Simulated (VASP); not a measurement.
# KF in VASP: notebook

KF is run at these levels: PBE; tasks: single point.

Program: VASP 6.6.1. These are calculated values, not measurements. Logs are shortened: lines on timing, memory, paths and dates and some standing lists are left out, and cuts for length are marked.

## 1. The cell of the first run

Symmetry: Pm-3m, No. 221, cubic system. The conventional cell has a = 3.259 Å, b = 3.259 Å, c = 3.259 Å, α = 90.00°, β = 90.00°, γ = 90.00°. K (site symmetry m-3m) has 8 F at 2.82 Å and 6 K at 3.26 Å within 3.7 Å. F (site symmetry m-3m) has 8 K at 2.82 Å and 6 F at 3.26 Å within 3.7 Å.

## 2. Single point, PBE

INCAR reads:

```
SYSTEM = KF
  PREC = Accurate
  ENCUT = 520
  EDIFF = 1E-6
  ISMEAR = 0
  SIGMA = 0.05
  LREAL = .FALSE.
  LASPH = .TRUE.
  NELM = 60
  ALGO = Normal
  ISIF = 2
  LWAVE = .FALSE.
  LCHARG = .FALSE.
  GGA = PE
  NBANDS = 15
```

KPOINTS reads:

```
regular mesh
0
G
  10 10 10
  0 0 0
```

POSCAR reads:

```
KF
1.0
    3.2589550000      0.0000000000      0.0000000000
    0.0000000000      3.2589550000      0.0000000000
    0.0000000000      0.0000000000      3.2589550000
K F
1 1
Direct
    0.0000000000      0.0000000000      0.0000000000
    0.5000000000      0.5000000000      0.5000000000
```

Potentials or basis: VASP PAW PBE potentials, release 64 (K_sv, F).

Command:

```
cat potpaw_PBE.64/K_sv/POTCAR potpaw_PBE.64/F/POTCAR > POTCAR
mpirun -np 1 vasp_std > vasp.out
```

OUTCAR:

```text
SYSTEM = KF
   PREC = Accurate
   ENCUT = 520
   EDIFF = 1E-6
   ISMEAR = 0
   LREAL = .FALSE.
   LASPH = .TRUE.
   NELM = 60
   ISIF = 2
   GGA = PE

 ion  position               nearest neighbor table
   1  0.000  0.000  0.000-   2 2.82   2 2.82   2 2.82   2 2.82   2 2.82   2 2.82   2 2.82   2 2.82

   2  0.500  0.500  0.500-   1 2.82   1 2.82   1 2.82   1 2.82   1 2.82   1 2.82   1 2.82   1 2.82

  LATTYP: Found a simple cubic cell.
 ALAT       =     3.2589550000

  Lattice vectors:

 A1 = (   3.2589550000,   0.0000000000,   0.0000000000)
 A2 = (   0.0000000000,   3.2589550000,   0.0000000000)
 A3 = (   0.0000000000,   0.0000000000,   3.2589550000)

Analysis of symmetry for initial positions (statically):
=====================================================================
 Subroutine PRICEL returns:
 Original cell was already a primitive cell.

 Routine SETGRP: Setting up the symmetry group for a
 simple cubic supercell.

 Subroutine GETGRP returns: Found 48 space group operations
 (whereof 48 operations were pure point group operations)
 out of a pool of 48 trial point group operations.

The static configuration has the point symmetry O_h .

Analysis of symmetry for dynamics (positions and initial velocities):
=====================================================================
 Subroutine PRICEL returns:
 Original cell was already a primitive cell.

 Routine SETGRP: Setting up the symmetry group for a
 simple cubic supercell.

 Subroutine GETGRP returns: Found 48 space group operations
 (whereof 48 operations were pure point group operations)
 out of a pool of 48 trial point group operations.

The dynamic configuration has the point symmetry O_h .

 Subroutine INISYM returns: Found 48 space group operations
 (whereof 48 operations are pure point group operations),
 and found     1 'primitive' translations

----------------------------------------------------------------------------------------

                                     Primitive cell

  volume of cell :      34.6127

  direct lattice vectors                    reciprocal lattice vectors
     3.258955000  0.000000000  0.000000000     0.306846827  0.000000000  0.000000000
     0.000000000  3.258955000  0.000000000     0.000000000  0.306846827  0.000000000
     0.000000000  0.000000000  3.258955000     0.000000000  0.000000000  0.306846827

  length of vectors
     3.258955000  3.258955000  3.258955000     0.306846827  0.306846827  0.306846827

  position of ions in fractional coordinates (direct lattice)
     0.000000000  0.000000000  0.000000000
     0.500000000  0.500000000  0.500000000

  ion indices of the primitive-cell ions
   primitive index   ion index
                 1           1
                 2           2

----------------------------------------------------------------------------------------

 KPOINTS: regular mesh

Automatic generation of k-mesh.
 Grid dimensions read from file:
 generate k-points for:   10   10   10

 Generating k-lattice:

  Cartesian coordinates                     Fractional coordinates (reciprocal lattice)
     0.030684683  0.000000000  0.000000000     0.100000000  0.000000000  0.000000000
     0.000000000  0.030684683  0.000000000     0.000000000  0.100000000  0.000000000
     0.000000000  0.000000000  0.030684683     0.000000000  0.000000000  0.100000000

  Length of vectors
     0.030684683  0.030684683  0.030684683

  Shift w.r.t. Gamma in fractional coordinates (k-lattice)
     0.000000000  0.000000000  0.000000000

 Subroutine IBZKPT returns following result:
 ===========================================

 Found     56 irreducible k-points:

 Following reciprocal coordinates:
            Coordinates               Weight
  0.000000  0.000000  0.000000      1.000000
  0.100000  0.000000  0.000000      6.000000
  0.200000  0.000000  0.000000      6.000000
  0.300000  0.000000  0.000000      6.000000
  0.400000  0.000000  0.000000      6.000000
  0.500000  0.000000  0.000000      3.000000
[... 16 lines left out ...]
  0.200000  0.100000  0.100000     24.000000
  0.300000  0.100000  0.100000     24.000000
 [... further k-points ...]
   k-points           NKPTS =     56   k-points in BZ     NKDIM =     56   number of bands    NBANDS=     15
   number of dos      NEDOS =    301   number of ions     NIONS =      2
   total plane-waves  NPLWV =  13824
   dimension x,y,z NGX =    24 NGY =   24 NGZ =   24
   dimension x,y,z NGXF=    48 NGYF=   48 NGZF=   48
   ions per type =               1   1
   NGX,Y,Z   is equivalent  to a cutoff of  12.24, 12.24, 12.24 a.u.
   NGXF,Y,Z  is equivalent  to a cutoff of  24.49, 24.49, 24.49 a.u.
 SYSTEM =  KF
   PREC   = accura    normal or accurate (medium, high low for compatibility)
   ISTART =      0    job   : 0-new  1-cont  2-samecut
   ICHARG =      2    charge: 1-file 2-atom 10-const
   ISPIN  =      1    spin polarized calculation?
   LNONCOLLINEAR =      F non collinear calculations
   LSORBIT =      F    spin-orbit coupling
   LASPH  =      T    aspherical Exc in radial PAW
   ENCUT  =  520.0 eV  38.22 Ry    6.18 a.u.   6.06  6.06  6.06*2*pi/ulx,y,z
   NELM   =     60;   NELMIN=  2; NELMDL= -5     # of ELM steps
   EDIFF  = 0.1E-05   stopping-criterion for ELM
   LREAL  =      F    real-space projection
   EDIFFG = 0.1E-04   stopping-criterion for IOM
   NSW    =      0    number of steps for IOM
   IBRION =     -1    ionic relax: 0-MD 1-quasi-New 2-CG
   NFREE  =      0    steps in history (QN), initial steepest desc. (CG)
   ISIF   =      2    stress and relaxation
   ISYM   =      2    0-nonsym 1-usesym 2-fastsym
   POTIM  = 0.5000    time-step for ionic-motion
   TEBEG  =    0.0;   TEEND  =   0.0 temperature during run
   PSTRESS=    0.0 pullay stress
   NELECT =      16.0000    total number of electrons
   NUPDOWN=      -1.0000    fix difference up-down
   EMIN   =  10.00;   EMAX   =-10.00  energy-range for DOS
   EFERMI =   0.00;   METHOD = LEGACY
   ISMEAR =     0;   SIGMA  =   0.05  broadening in eV -4-tet -1-fermi 0-gaus
   EFERMI_NEDOS =   21; number of points for ismear=-14 and -15
   IALGO  =     38    algorithm
   IMIX   =      4    mixing-type and parameters
     AMIX     =   0.40;   BMIX     =  1.00
     AMIX_MAG =   1.60;   BMIX_MAG =  1.00
  volume/ion in A,a.u.               =      17.31       116.79
  Fermi-wavevector in a.u.,A,eV,Ry     =   1.265814  2.392041 21.800402  1.602284
  Thomas-Fermi vector in A             =   2.399047
   LORBIT       =      0    0 simple, 1 ext, 2 COOP (PROOUT), +10 PAW based schemes
   GGA     = PE    functional components
   LHFCALC =     F    Hartree Fock is set to
   AEXX    =    0.0000 exact exchange contribution
   IVDW    =     0    specifies the selected vdW correction
   LEPSILON=     F    determine dielectric tensor
   LRPA    =     F    only Hartree local field effects (RPA)
 non-spin polarized calculation
 Gauss-broadening in eV      SIGMA  =   0.05
  energy-cutoff  :      520.00
  volume of cell :       34.61
 maximum number of plane-waves:       952
   NGX = 13   NGY = 13   NGZ = 13

 number of electron      15.9999992 magnetization

 Free energy of the ion-electron system (eV)
  ---------------------------------------------------
  ext. energy  EPLUGINS =         0.00000000
  ---------------------------------------------------
  free energy    TOTEN  =        -8.09361709 eV

  energy without entropy =       -8.09361709  energy(sigma->0) =       -8.09361709

 E-fermi :  -1.7345     XC(G=0):  -9.0242

 val. band max:       -2.0353446887   @ k =   0.5000   0.5000   0.0000
 cond. band min:       4.2205698346   @ k =   0.0000   0.0000   0.0000
 fundamental gap:      6.2559145232
 Fermi energy:        -1.7345194733

 k-point     1 :       0.0000    0.0000    0.0000
  band No.  band energies     occupation
      1     -29.0575      2.00000
      2     -20.9349      2.00000
      3     -12.0892      2.00000
      4     -12.0892      2.00000
      5     -12.0892      2.00000
      6      -2.0877      2.00000
      7      -2.0877      2.00000
      8      -2.0877      2.00000
      9       4.2206      0.00000
     10       6.2533      0.00000
     11       6.2533      0.00000
     12      11.7795      0.00000
     13      11.7795      0.00000
     14      11.7795      0.00000
     15      18.8671      0.00000

 k-point     2 :       0.1000    0.0000    0.0000
  band No.  band energies     occupation
      1     -29.0458      2.00000
      2     -20.9370      2.00000
      3     -12.1586      2.00000
      4     -12.0789      2.00000
      5     -12.0789      2.00000
      6      -2.2215      2.00000
      7      -2.0976      2.00000
      8      -2.0976      2.00000
      9       4.4902      0.00000
     10       6.3307      0.00000
     11       6.4804      0.00000
     12      11.6052      0.00000
     13      11.6052      0.00000
     14      11.8103      0.00000
     15      17.9930      0.00000

 k-point     3 :       0.2000    0.0000    0.0000
  band No.  band energies     occupation
      1     -29.0150      2.00000
      2     -20.9435      2.00000
      3     -12.3350      2.00000
      4     -12.0517      2.00000
      5     -12.0517      2.00000
      6      -2.5431      2.00000
      7      -2.1241      2.00000
      8      -2.1241      2.00000
      9       5.2008      0.00000
     10       6.5467      0.00000
     11       7.0952      0.00000
     12      11.1998      0.00000
     13      11.1998      0.00000
     14      11.8926      0.00000
     15      16.7559      0.00000
[... 343 lines left out ...]
 k-point    23 :       0.2000    0.1000    0.1000
  band No.  band energies     occupation
      1     -28.9931      2.00000
      2     -20.9386      2.00000
      3     -12.3320      2.00000
      4     -12.1268      2.00000
      5     -12.1079      2.00000
      6      -2.5430      2.00000
      7      -2.2018      2.00000
      8      -2.1992      2.00000
      9       5.5902      0.00000
     10       6.8959      0.00000
     11       7.3092      0.00000
     12      10.8967      0.00000
     13      10.9518      0.00000
     14      11.4688      0.00000
     15      17.0354      0.00000

 k-point    24 :       0.3000    0.1000    0.1000
  band No.  band energies     occupation
      1     -28.9556      2.00000
      2     -20.9398      2.00000
      3     -12.5477      2.00000
      4     -12.0921      2.00000
      5     -12.0902      2.00000
      6      -2.8346      2.00000
      7      -2.2382      2.00000
      8      -2.1966      2.00000
      9       6.3929      0.00000
     10       7.1655      0.00000
     11       8.0529      0.00000
     12      10.4147      0.00000
     13      10.5859      0.00000
     14      11.4776      0.00000
     15      15.9217      0.00000

 [... further k-points ...]

------------------------ aborting loop because EDIFF is reached ----------------------------------------

  FORCE on cell =-STRESS in cart. coord.  units (eV):
  Direction    XX          YY          ZZ          XY          YZ          ZX
  --------------------------------------------------------------------------------------
  -------------------------------------------------------------------------------------
  Total       -0.0025802     -0.0025802     -0.0025802     -0.0000000      0.0000000      0.0000000
  in kB       -0.1194327     -0.1194327     -0.1194327     -0.0000000      0.0000000      0.0000000
  external PRESSURE =      -0.1194327 kB  Pullay stress =       0.0000000 kB

 VOLUME and BASIS-vectors are now :
 -----------------------------------------------------------------------------
  energy-cutoff  :      520.00
  volume of cell :       34.61
      direct lattice vectors                 reciprocal lattice vectors
     3.258955000  0.000000000  0.000000000     0.306846827  0.000000000  0.000000000
     0.000000000  3.258955000  0.000000000     0.000000000  0.306846827  0.000000000
     0.000000000  0.000000000  3.258955000     0.000000000  0.000000000  0.306846827

 POSITION                                       TOTAL-FORCE (eV/Angst)
 -----------------------------------------------------------------------------------
      0.00000      0.00000      0.00000         0.000000      0.000000      0.000000
      1.62948      1.62948      1.62948         0.000000      0.000000      0.000000
 -----------------------------------------------------------------------------------
    total drift:                                0.000000      0.000000     -0.000000

  FREE ENERGIE OF THE ION-ELECTRON SYSTEM (eV)
  ---------------------------------------------------
  free  energy   TOTEN  =        -8.0936170883 eV

  energy  without entropy=       -8.0936170883  energy(sigma->0) =       -8.09361709
```

Run time: 10 s. Hardware: 1 thread of Intel Xeon 6975P-C (Granite Rapids), shared host; peak memory 0.15 GiB.

Results:

```
Free energy            : -8.0936 eV
Pressure               : 0.0 GPa
Band gap on the k mesh : 6.26 eV, indirect (least direct gap 6.31 eV)
```

Levels at points of the mesh, in eV from the valence-band top:
| k point | band 5 | band 6 | band 7 | band 8 | band 9 | band 10 | band 11 | band 12 |
| --- | --- | --- | --- | --- | --- | --- | --- | --- |
| (0.00, 0.00, 0.00) | -10.05 | -0.05 | -0.05 | -0.05 | 6.26 | 8.29 | 8.29 | 13.81 |
| (0.50, 0.00, 0.00) | -9.94 | -1.22 | -0.16 | -0.16 | 9.28 | 9.35 | 10.86 | 12.40 |
| (0.50, 0.50, 0.00) | -9.86 | -0.62 | -0.62 | 0.00 | 8.46 | 8.97 | 11.86 | 11.86 |
| (0.50, 0.50, 0.50) | -10.63 | -1.03 | -1.03 | -1.03 | 10.43 | 10.43 | 10.43 | 15.20 |

## 3. Single point, PBE

This run uses another cell than the first one, of 19.38 Å³/atom, 1.120 times its volume.

INCAR reads:

```
  ALGO = Normal
  EDIFF = 1E-6
  ENCUT = 520
  GGA = PE
  ISIF = 2
  ISMEAR = 0
  LASPH = True
  LCHARG = True
  LELF = True
  LREAL = False
  LVHAR = True
  LWAVE = False
  NBANDS = 15
  NELM = 60
  PREC = Accurate
  SIGMA = 0.05
```

KPOINTS reads:

```
k-points
0
Gamma
  10 10 10
```

POSCAR reads:

```
KF
1.0
    3.3844209231      0.0000000000      0.0000000000
    0.0000000000      3.3844209231      0.0000000000
    0.0000000000      0.0000000000      3.3844209231
K F
1 1
Direct
    0.0000000000      0.0000000000      0.0000000000
    0.5000000000      0.5000000000      0.5000000000
```

Potentials or basis: VASP PAW PBE potentials, release 64 (K_sv, F).

Command:

```
cat potpaw_PBE.64/K_sv/POTCAR potpaw_PBE.64/F/POTCAR > POTCAR
mpirun -np 1 vasp_std > vasp.out
```

Run time: 14 s. Hardware: 1 thread of Intel Xeon 6975P-C (Granite Rapids), shared host; peak memory 0.17 GiB.

It converged, with:

| Item | Value |
| --- | --- |
| Free energy | -8.0569 eV |
| Pressure | -2.9 GPa |
| Band gap on the k mesh | 5.54 eV, indirect (least direct gap 5.61 eV) |

Levels at points of the mesh, in eV from the valence-band top:
```csv
k point,band 4,band 5,band 6,band 7,band 8,band 9,band 10,band 11,band 12,band 13
"(0.00, 0.00, 0.00)",-10.45,-10.45,-0.06,-0.06,-0.06,5.54,8.13,8.13,13.12,13.12
"(0.50, 0.00, 0.00)",-10.38,-10.38,-1.06,-0.13,-0.13,8.63,9.02,9.83,11.81,11.81
"(0.50, 0.50, 0.00)",-11.02,-10.32,-0.58,-0.58,0.00,8.16,8.56,11.38,11.38,13.00
"(0.50, 0.50, 0.50)",-10.89,-10.89,-0.85,-0.85,-0.85,9.91,9.91,9.91,13.98,13.98
```

## 4. Single point, PBE

INCAR reads:

```
  PREC = Accurate
  ENCUT = 520
  EDIFF = 1E-6
  ISMEAR = 0
  SIGMA = 0.05
  LREAL = F
  LASPH = T
  NELM = 100
  ALGO = Normal
  ISIF = 2
  LWAVE = F
  LCHARG = T
  GGA = PE
  LELF = T
  LVHAR = T
  NBANDS = 15
```

KPOINTS reads:

```
Automatic mesh
0
Gamma
  10 10 10
```

POSCAR reads:

```
KF
1.0
    3.2589550000      0.0000000000      0.0000000000
    0.0000000000      3.2589550000      0.0000000000
    0.0000000000      0.0000000000      3.2589550000
K F
1 1
Direct
    0.0000000000      0.0000000000      0.0000000000
    0.5153423413      0.5000000000      0.5000000000
```

Command:

```
cat potpaw_PBE.64/K_sv/POTCAR potpaw_PBE.64/F/POTCAR > POTCAR
mpirun -np 1 vasp_std > vasp.out
```

Run time: 17 s. Hardware: 1 thread of Intel Xeon 6975P-C (Granite Rapids), shared host; peak memory 0.18 GiB.

Results (log left out):

```
Free energy            : -8.0926 eV
Pressure               : 0.0 GPa
Largest force          : 0.039 eV/Å
Band gap on the k mesh : 6.26 eV, indirect (least direct gap 6.31 eV)
```

Forces on the atoms (eV/Å):
```
K    0.039  0.000  0.000
F   -0.039  0.000  0.000
```

Levels at points of the mesh, in eV from the valence-band top:
```csv
k point,band 5,band 6,band 7,band 8,band 9,band 10,band 11,band 12
"(0.00, 0.00, 0.00)",-10.05,-0.05,-0.05,-0.05,6.26,8.29,8.30,13.82
"(0.50, 0.00, 0.00)",-9.94,-1.22,-0.16,-0.16,9.28,9.36,10.87,12.40
"(0.00, 0.50, 0.00)",-9.94,-1.22,-0.16,-0.16,9.28,9.35,10.86,12.41
"(0.50, 0.50, 0.00)",-9.86,-0.61,-0.61,0.00,8.46,8.98,11.86,11.86
"(0.00, 0.50, 0.50)",-9.86,-0.61,-0.61,0.00,8.47,8.97,11.86,11.86
"(0.50, 0.50, 0.50)",-10.62,-1.03,-1.03,-1.03,10.42,10.42,10.43,15.20
```

A k mesh can miss the band edges.
